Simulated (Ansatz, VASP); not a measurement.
**Cd3O: VASP beside Ansatz**

```
CELL_PARAMETERS angstrom
-1.92803 1.92803 4.93980
1.92803 -1.92803 4.93980
1.92803 1.92803 -4.93980
ATOMIC_POSITIONS crystal
Cd 0.50000 0.50000 0.00000
Cd 0.25000 0.75000 0.50000
Cd 0.75000 0.25000 0.50000
O 0.00000 0.00000 0.00000
```

Alike in both runs: functional PBE; k mesh 6 × 6 × 6; occupations gaussian, width 0.1 eV; no spin polarisation.

Ansatz relaxed the structure, and its values are those at the end. VASP's run is a single point on that final structure, the one shown.

|  | VASP | Ansatz |
| --- | --- | --- |
| version | VASP 6.6.1 | Ansatz 0.2.0 |
| potentials or method | VASP PAW PBE potentials, release 64 (Cd_sv_GW, O), cutoff 600 eV | scalar-relativistic, plane waves, PAW |
| valence electrons in the cell | 66 | 66 |

```csv
,VASP,Ansatz,Ansatz less VASP
gap on the k mesh at the Fermi level (eV),none,none,-
pressure (GPa),-0.8,0.0,+0.74
```

A gap of «none» marks a metal or a gap that the smearing closes. With one functional, cell and mesh, what is left measures potentials, basis and numerics.

The k mesh is coarse, so the values compare programs but aren't converged.
